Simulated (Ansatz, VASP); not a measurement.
One calculation of V, two programs

```
V
1.0
    -1.47935    1.47935    1.47935
     1.47935   -1.47935    1.47935
     1.47935    1.47935   -1.47935
V
1
Cartesian
  0.0000 0.0000 0.0000
```

Alike in both runs: functional PBEsol; k mesh 20 × 20 × 20; occupations gaussian, width 0.1 eV; no spin polarisation.

Ansatz relaxed the structure, and its values are those at the end. VASP's run is a single point on that final structure, the one shown.

```csv
,VASP,Ansatz
version,VASP 6.6.1,Ansatz 0.2.0
potentials or method,"VASP PAW PBE potentials, release 64 (V_sv), cutoff 520 eV","scalar-relativistic, plane waves, PAW"
valence electrons in the cell,13,13
```

|  | VASP | Ansatz | Ansatz less VASP |
| --- | --- | --- | --- |
| gap on the k mesh at the Fermi level (eV) | none | none | - |
| pressure (GPa) | 0.3 | 0.0 | -0.23 |

VASP's potentials were made for PBE, not for PBEsol. A gap of «none» marks a metal or a gap that the smearing closes. With one functional, cell and mesh, what is left measures potentials, basis and numerics.
